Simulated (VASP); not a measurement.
# MgO (Fm-3m) in VASP: notebook

The runs below take MgO through single point, with PBE.

Program: VASP 6.6.1. These are calculated values, not measurements. Logs are shortened: lines on timing, memory, paths and dates and some standing lists are left out, and cuts for length are marked.

## (1) The cell of the first run

The structure is cubic, space group Fm-3m (No. 225). Conventional cell: a = 4.194 Å, b = 4.194 Å, c = 4.194 Å, α = 90.00°, β = 90.00°, γ = 90.00°. Mg (site symmetry m-3m) has 6 O at 2.10 Å within 2.8 Å. Within 2.8 Å of O (site symmetry m-3m) lie 6 Mg at 2.10 Å.

## (2) Single point, PBE

Contents of INCAR:

```
ALGO = Normal
EDIFF = 1E-6
ENCUT = 520
GGA = PE
ISIF = 2
ISMEAR = -1
LASPH = T
LCHARG = F
LREAL = F
LWAVE = F
NBANDS = 11
NELM = 80
PREC = Accurate
SIGMA = 0.05
```

Contents of KPOINTS:

```
k-points
0
Gamma
  11 11 11
```

Contents of POSCAR:

```
MgO
1.0
    0.0000000000      2.0970013927      2.0970013927
    2.0970013927      0.0000000000      2.0970013927
    2.0970013927      2.0970013927      0.0000000000
Mg O
1 1
Direct
    0.0000000000      0.0000000000      0.0000000000
    0.5000000000      0.5000000000      0.5000000000
```

Potentials or basis: VASP PAW PBE potentials, release 64 (Mg, O).

On the command line:

```sh
> cat potpaw_PBE.64/Mg/POTCAR potpaw_PBE.64/O/POTCAR > POTCAR
> mpirun -np 1 vasp_std > vasp.out
```

OUTCAR:

```text
EDIFF = 1E-6
   ENCUT = 520
   GGA = PE
   ISIF = 2
   ISMEAR = -1
   LASPH = T
   LREAL = F
   NELM = 80
   PREC = Accurate

 ion  position               nearest neighbor table
   1  0.000  0.000  0.000-   2 2.10   2 2.10   2 2.10   2 2.10   2 2.10   2 2.10
   2  0.500  0.500  0.500-   1 2.10   1 2.10   1 2.10   1 2.10   1 2.10   1 2.10

  LATTYP: Found a face centered cubic cell.
 ALAT       =     4.1940027854

  Lattice vectors:

 A1 = (   0.0000000000,   2.0970013927,   2.0970013927)
 A2 = (   2.0970013927,   0.0000000000,   2.0970013927)
 A3 = (   2.0970013927,   2.0970013927,   0.0000000000)

Analysis of symmetry for initial positions (statically):
=====================================================================
 Subroutine PRICEL returns:
 Original cell was already a primitive cell.

 Routine SETGRP: Setting up the symmetry group for a
 face centered cubic supercell.

 Subroutine GETGRP returns: Found 48 space group operations
 (whereof 48 operations were pure point group operations)
 out of a pool of 48 trial point group operations.

The static configuration has the point symmetry O_h .

Analysis of symmetry for dynamics (positions and initial velocities):
=====================================================================
 Subroutine PRICEL returns:
 Original cell was already a primitive cell.

 Routine SETGRP: Setting up the symmetry group for a
 face centered cubic supercell.

 Subroutine GETGRP returns: Found 48 space group operations
 (whereof 48 operations were pure point group operations)
 out of a pool of 48 trial point group operations.

The dynamic configuration has the point symmetry O_h .

 Subroutine INISYM returns: Found 48 space group operations
 (whereof 48 operations are pure point group operations),
 and found     1 'primitive' translations

----------------------------------------------------------------------------------------

                                     Primitive cell

  volume of cell :      18.4428

  direct lattice vectors                    reciprocal lattice vectors
     0.000000000  2.097001393  2.097001393    -0.238435702  0.238435702  0.238435702
     2.097001393  0.000000000  2.097001393     0.238435702 -0.238435702  0.238435702
     2.097001393  2.097001393  0.000000000     0.238435702  0.238435702 -0.238435702

  length of vectors
     2.965607810  2.965607810  2.965607810     0.412982751  0.412982751  0.412982751

[... 87 lines left out ...]
   ISYM   =      2    0-nonsym 1-usesym 2-fastsym
   POTIM  = 0.5000    time-step for ionic-motion
   TEBEG  =    0.0;   TEEND  =   0.0 temperature during run
   PSTRESS=    0.0 pullay stress
   NELECT =       8.0000    total number of electrons
   NUPDOWN=      -1.0000    fix difference up-down
   EMIN   =  10.00;   EMAX   =-10.00  energy-range for DOS
   EFERMI =   0.00;   METHOD = LEGACY
   ISMEAR =    -1;   SIGMA  =   0.05  broadening in eV -4-tet -1-fermi 0-gaus
   EFERMI_NEDOS =   21; number of points for ismear=-14 and -15
   IALGO  =     38    algorithm
   IMIX   =      4    mixing-type and parameters
     AMIX     =   0.40;   BMIX     =  1.00
     AMIX_MAG =   1.60;   BMIX_MAG =  1.00
  volume/ion in A,a.u.               =       9.22        62.23
  Fermi-wavevector in a.u.,A,eV,Ry     =   1.239261  2.341864 20.895389  1.535768
  Thomas-Fermi vector in A             =   2.373752
   LORBIT       =      0    0 simple, 1 ext, 2 COOP (PROOUT), +10 PAW based schemes
   GGA     = PE    functional components
   LHFCALC =     F    Hartree Fock is set to
   AEXX    =    0.0000 exact exchange contribution
   IVDW    =     0    specifies the selected vdW correction
   LEPSILON=     F    determine dielectric tensor
   LRPA    =     F    only Hartree local field effects (RPA)
 non-spin polarized calculation
  energy-cutoff  :      520.00
  volume of cell :       18.44
 maximum number of plane-waves:       531
 NGX is ok and might be reduce to    24
   NGX = 11   NGY = 11   NGZ = 11

 number of electron       8.0000004 magnetization

 Free energy of the ion-electron system (eV)
  ---------------------------------------------------
  ext. energy  EPLUGINS =         0.00000000
  ---------------------------------------------------
  free energy    TOTEN  =       -11.89769122 eV

  energy without entropy =      -11.89769122  energy(sigma->0) =      -11.89769122

 E-fermi :   4.3966     XC(G=0): -11.1399

 val. band max:        3.2844925301   @ k =   0.0000   0.0000   0.0000
 cond. band min:       8.1373565284   @ k =   0.0000   0.0000   0.0000
 fundamental gap:      4.8528639984
 Fermi energy:         4.3966450725

 k-point     1 :       0.0000    0.0000    0.0000
  band No.  band energies     occupation
      1     -14.0457      2.00000
      2       3.2845      2.00000
      3       3.2845      2.00000
      4       3.2845      2.00000
      5       8.1374      0.00000
      6      19.1572      0.00000
      7      19.1572      0.00000
      8      19.1572      0.00000
      9      23.1080      0.00000
     10      24.8974      0.00000
     11      24.8974      0.00000
[... 309 lines left out ...]
 k-point    24 :      -0.1818    0.1818    0.0000
  band No.  band energies     occupation
      1     -13.2441      2.00000
      2       0.4003      2.00000
      3       2.1552      2.00000
      4       2.9025      2.00000
      5      11.4462      0.00000
      6      15.4013      0.00000
      7      18.9006      0.00000
      8      21.3903      0.00000
      9      21.4227      0.00000
     10      24.6943      0.00000
     11      28.0453      0.00000

 [... further k-points ...]

------------------------ aborting loop because EDIFF is reached ----------------------------------------

  FORCE on cell =-STRESS in cart. coord.  units (eV):
  Direction    XX          YY          ZZ          XY          YZ          ZX
  --------------------------------------------------------------------------------------
  -------------------------------------------------------------------------------------
  Total        0.7113038      0.7113038      0.7113038      0.0000000      0.0000000      0.0000000
  in kB       61.7930428     61.7930428     61.7930428      0.0000000      0.0000000      0.0000000
  external PRESSURE =      61.7930428 kB  Pullay stress =       0.0000000 kB

 VOLUME and BASIS-vectors are now :
 -----------------------------------------------------------------------------
  energy-cutoff  :      520.00
  volume of cell :       18.44
      direct lattice vectors                 reciprocal lattice vectors
     0.000000000  2.097001393  2.097001393    -0.238435702  0.238435702  0.238435702
     2.097001393  0.000000000  2.097001393     0.238435702 -0.238435702  0.238435702
     2.097001393  2.097001393  0.000000000     0.238435702  0.238435702 -0.238435702

 POSITION                                       TOTAL-FORCE (eV/Angst)
 -----------------------------------------------------------------------------------
      0.00000      0.00000      0.00000        -0.000000     -0.000000     -0.000000
      2.09700      2.09700      2.09700         0.000000      0.000000      0.000000
 -----------------------------------------------------------------------------------
    total drift:                               -0.000000     -0.000000      0.000000

  FREE ENERGIE OF THE ION-ELECTRON SYSTEM (eV)
  ---------------------------------------------------
  free  energy   TOTEN  =       -11.8976912185 eV

  energy  without entropy=      -11.8976912185  energy(sigma->0) =      -11.89769122
```

stdout:

```text
POSCAR found type information on POSCAR MgO
 POSCAR found :  2 types and       2 ions
 scaLAPACK will be used
 LDA part: xc-table for (Slater+PW92), standard interpolation
 POSCAR, INCAR and KPOINTS ok, starting setup
 FFT: planning ... GRIDC
 FFT: planning ... GRID_SOFT
 FFT: planning ... GRID
 WAVECAR not read
 entering main loop
```

It took 12 s on 1 thread of AMD EPYC 7R43 (Zen 3), shared host; peak memory 0.1 GiB.

Results:

| Item | Value |
| --- | --- |
| Free energy | -11.8977 eV |
| Pressure | 6.2 GPa |
| Band gap on the k mesh | 4.85 eV, direct |

## (3) Single point, PBE

This run uses another cell than the first one, of 9.04 Å³/atom, 0.980 times its volume.

Contents of INCAR:

```
SYSTEM = MgO
PREC     = Accurate       ! precision mode
ENCUT    = 520            ! plane-wave cutoff, eV
EDIFF    = 1E-6           ! SCF threshold, eV
ISMEAR   = -1             ! smearing method
SIGMA    = 0.05           ! smearing width, eV
LREAL    = .FALSE.        ! projectors in reciprocal space
LASPH    = .TRUE.         ! aspherical terms in the spheres
NELM     = 60             ! most SCF steps
ALGO     = Normal         ! electronic algorithm
ISIF     = 2              ! what is computed and relaxed
LWAVE    = .FALSE.        ! write WAVECAR
LCHARG   = .FALSE.        ! write CHGCAR
GGA      = PE             ! functional
NBANDS   = 11             ! bands
```

Contents of KPOINTS:

```
regular mesh
0
G
  11 11 11
  0 0 0
```

Contents of POSCAR:

```
MgO
1.0
    0.0000000000      2.0829271338      2.0829271338
    2.0829271338      0.0000000000      2.0829271338
    2.0829271338      2.0829271338      0.0000000000
Mg O
1 1
Direct
    0.0000000000      0.0000000000      0.0000000000
    0.5000000000      0.5000000000      0.5000000000
```

Potentials or basis: VASP PAW PBE potentials, release 64 (Mg, O).

On the command line:

```sh
> cat potpaw_PBE.64/Mg/POTCAR potpaw_PBE.64/O/POTCAR > POTCAR
> mpirun -np 1 vasp_std > vasp.out
```

It took 14 s on 1 thread of AMD EPYC 7R43 (Zen 3), shared host; peak memory 0.1 GiB.

Results (log left out):

```yaml
Free_energy: -11.8788 eV
Pressure: 9.9 GPa
Band_gap_on_the_k_mesh: 5.06 eV, direct
```

Levels at points of the mesh, in eV from the valence-band top:
```tsv
k point	band 1	band 2	band 3	band 4	band 5	band 6	band 7	band 8
(0.00, 0.00, 0.00)	-17.44	0.00	0.00	0.00	5.06	15.99	15.99	15.99
```

## (4) Single point, PBE

This run uses another cell than the first one, of 9.41 Å³/atom, 1.020 times its volume.

Contents of INCAR:

```
  PREC = Accurate
  ENCUT = 520
  EDIFF = 1E-6
  ISMEAR = -1
  SIGMA = 0.05
  LREAL = F
  LASPH = T
  NELM = 80
  ALGO = Normal
  ISIF = 2
  LWAVE = F
  LCHARG = F
  GGA = PE
  NBANDS = 11
```

Contents of KPOINTS:

```
regular mesh
0
Gamma
  11 11 11
```

Contents of POSCAR:

```
MgO
1.0
    0.0000000000      2.1108892239      2.1108892239
    2.1108892239      0.0000000000      2.1108892239
    2.1108892239      2.1108892239      0.0000000000
Mg O
1 1
Direct
    0.0000000000      0.0000000000      0.0000000000
    0.5000000000      0.5000000000      0.5000000000
```

Potentials or basis: VASP PAW PBE potentials, release 64 (Mg, O).

On the command line:

```sh
> cat potpaw_PBE.64/Mg/POTCAR potpaw_PBE.64/O/POTCAR > POTCAR
> mpirun -np 1 vasp_std > vasp.out
```

OUTCAR:

```text
PREC = Accurate
   ENCUT = 520
   EDIFF = 1E-6
   ISMEAR = -1
   LREAL = F
   LASPH = T
   NELM = 80
   ISIF = 2
   GGA = PE

 ion  position               nearest neighbor table
   1  0.000  0.000  0.000-   2 2.11   2 2.11   2 2.11   2 2.11   2 2.11   2 2.11
   2  0.500  0.500  0.500-   1 2.11   1 2.11   1 2.11   1 2.11   1 2.11   1 2.11

  LATTYP: Found a face centered cubic cell.
 ALAT       =     4.2217784478

  Lattice vectors:

 A1 = (   0.0000000000,   2.1108892239,   2.1108892239)
 A2 = (   2.1108892239,   0.0000000000,   2.1108892239)
 A3 = (   2.1108892239,   2.1108892239,   0.0000000000)

Analysis of symmetry for initial positions (statically):
=====================================================================
 Subroutine PRICEL returns:
 Original cell was already a primitive cell.

 Routine SETGRP: Setting up the symmetry group for a
 face centered cubic supercell.

 Subroutine GETGRP returns: Found 48 space group operations
 (whereof 48 operations were pure point group operations)
 out of a pool of 48 trial point group operations.

The static configuration has the point symmetry O_h .

Analysis of symmetry for dynamics (positions and initial velocities):
=====================================================================
 Subroutine PRICEL returns:
 Original cell was already a primitive cell.

 Routine SETGRP: Setting up the symmetry group for a
 face centered cubic supercell.

 Subroutine GETGRP returns: Found 48 space group operations
 (whereof 48 operations were pure point group operations)
 out of a pool of 48 trial point group operations.

The dynamic configuration has the point symmetry O_h .

 Subroutine INISYM returns: Found 48 space group operations
 (whereof 48 operations are pure point group operations),
 and found     1 'primitive' translations

----------------------------------------------------------------------------------------

[... 118 lines left out ...]
   LHFCALC =     F    Hartree Fock is set to
   AEXX    =    0.0000 exact exchange contribution
   IVDW    =     0    specifies the selected vdW correction
   LEPSILON=     F    determine dielectric tensor
   LRPA    =     F    only Hartree local field effects (RPA)
 non-spin polarized calculation
  energy-cutoff  :      520.00
  volume of cell :       18.81
 maximum number of plane-waves:       532
 NGX is ok and might be reduce to    24
   NGX = 11   NGY = 11   NGZ = 11

 number of electron       8.0000005 magnetization

 Free energy of the ion-electron system (eV)
  ---------------------------------------------------
  ext. energy  EPLUGINS =         0.00000000
  ---------------------------------------------------
  free energy    TOTEN  =       -11.90844271 eV

  energy without entropy =      -11.90844271  energy(sigma->0) =      -11.90844271

 E-fermi :   4.1587     XC(G=0): -11.0459

 val. band max:        3.1353430228   @ k =   0.0000   0.0000   0.0000
 cond. band min:       7.7947503047   @ k =   0.0000   0.0000   0.0000
 fundamental gap:      4.6594072819
 Fermi energy:         4.1586985302

 k-point     1 :       0.0000    0.0000    0.0000
  band No.  band energies     occupation
      1     -14.0928      2.00000
      2       3.1353      2.00000
      3       3.1353      2.00000
      4       3.1353      2.00000
      5       7.7948      0.00000
      6      18.8958      0.00000
      7      18.8958      0.00000
      8      18.8958      0.00000
      9      22.7943      0.00000
     10      24.5607      0.00000
     11      24.5607      0.00000
[... 309 lines left out ...]
 k-point    24 :      -0.1818    0.1818    0.0000
  band No.  band energies     occupation
      1     -13.3199      2.00000
      2       0.2927      2.00000
      3       2.0327      2.00000
      4       2.7679      2.00000
      5      11.1028      0.00000
      6      15.1480      0.00000
      7      18.5324      0.00000
      8      21.0343      0.00000
      9      21.0991      0.00000
     10      24.3172      0.00000
     11      27.5484      0.00000

 [... further k-points ...]

------------------------ aborting loop because EDIFF is reached ----------------------------------------

  FORCE on cell =-STRESS in cart. coord.  units (eV):
  Direction    XX          YY          ZZ          XY          YZ          ZX
  --------------------------------------------------------------------------------------
  -------------------------------------------------------------------------------------
  Total        0.3287887      0.3287887      0.3287887     -0.0000000      0.0000000      0.0000000
  in kB       28.0027756     28.0027756     28.0027756     -0.0000000      0.0000000      0.0000000
  external PRESSURE =      28.0027756 kB  Pullay stress =       0.0000000 kB

 VOLUME and BASIS-vectors are now :
 -----------------------------------------------------------------------------
  energy-cutoff  :      520.00
  volume of cell :       18.81
      direct lattice vectors                 reciprocal lattice vectors
     0.000000000  2.110889224  2.110889224    -0.236867001  0.236867001  0.236867001
     2.110889224  0.000000000  2.110889224     0.236867001 -0.236867001  0.236867001
     2.110889224  2.110889224  0.000000000     0.236867001  0.236867001 -0.236867001

 POSITION                                       TOTAL-FORCE (eV/Angst)
 -----------------------------------------------------------------------------------
      0.00000      0.00000      0.00000         0.000000      0.000000      0.000000
      2.11089      2.11089      2.11089        -0.000000     -0.000000      0.000000
 -----------------------------------------------------------------------------------
    total drift:                               -0.000000     -0.000000      0.000000

  FREE ENERGIE OF THE ION-ELECTRON SYSTEM (eV)
  ---------------------------------------------------
  free  energy   TOTEN  =       -11.9084427111 eV

  energy  without entropy=      -11.9084427111  energy(sigma->0) =      -11.90844271
```

It took 18 s on 1 thread of AMD EPYC 7R43 (Zen 3), shared host; peak memory 0.11 GiB.

What came out:

```yaml
Free_energy: -11.9084 eV
Pressure: 2.8 GPa
Band_gap_on_the_k_mesh: 4.66 eV, direct
```

Levels at points of the mesh, in eV from the valence-band top:
```
           k point  band 1  band 2  band 3  band 4  band 5  band 6  band 7  band 8  band 9
(0.00, 0.00, 0.00)  -17.23    0.00    0.00    0.00    4.66   15.76   15.76   15.76   19.66
```

## (5) Single point, PBE

This run uses another cell than the first one, of 9.59 Å³/atom, 1.040 times its volume.

Contents of INCAR:

```
SYSTEM = MgO
  PREC = Accurate
  ENCUT = 520
  EDIFF = 1E-6
  ISMEAR = -1
  SIGMA = 0.05
  LREAL = .False.
  LASPH = .True.
  NELM = 100
  ALGO = Normal
  ISIF = 2
  LWAVE = .False.
  LCHARG = .False.
  GGA = PE
  NBANDS = 11
```

Contents of KPOINTS:

```
regular mesh
0
Gamma
  11 11 11
  0 0 0
```

Contents of POSCAR:

```
MgO
1.0
    0.0000000000      2.1245966808      2.1245966808
    2.1245966808      0.0000000000      2.1245966808
    2.1245966808      2.1245966808      0.0000000000
Mg O
1 1
Direct
    0.0000000000      0.0000000000      0.0000000000
    0.5000000000      0.5000000000      0.5000000000
```

On the command line:

```sh
> cat potpaw_PBE.64/Mg/POTCAR potpaw_PBE.64/O/POTCAR > POTCAR
> mpirun -np 1 vasp_std > vasp.out
```

Wall time 14 s (1 thread of AMD EPYC 7R43 (Zen 3), shared host); peak memory 0.11 GiB.

It converged, with:

```
Free energy            : -11.9118 eV
Pressure               : -0.3 GPa
Band gap on the k mesh : 4.47 eV, direct
```

Levels at points of the mesh, in eV from the valence-band top:
| k point | band 1 | band 2 | band 3 | band 4 | band 5 | band 6 | band 7 | band 8 |
| --- | --- | --- | --- | --- | --- | --- | --- | --- |
| (0.00, 0.00, 0.00) | -17.13 | 0.00 | 0.00 | 0.00 | 4.47 | 15.65 | 15.65 | 15.65 |

## (6) Summary

| cell | gap on the mesh (eV) | pressure (GPa) |
| --- | --- | --- |
| a = 2.966 Å, angles 60.0°, 2 atoms | 4.85 | 6.2 |
| a = 2.946 Å, angles 60.0°, 2 atoms | 5.06 | 9.9 |
| a = 2.985 Å, angles 60.0°, 2 atoms | 4.66 | 2.8 |
| a = 3.005 Å, angles 60.0°, 2 atoms | 4.47 | -0.3 |

Alike in all rows: task single point; level PBE; potentials or basis VASP PAW PBE potentials, release 64 (Mg, O); no spin polarisation; k mesh 11 × 11 × 11; cutoff (eV) 520; smearing fermi-dirac 0.05 eV.

Total energies depend on the potentials used, so only differences within one code and one set of settings carry meaning.
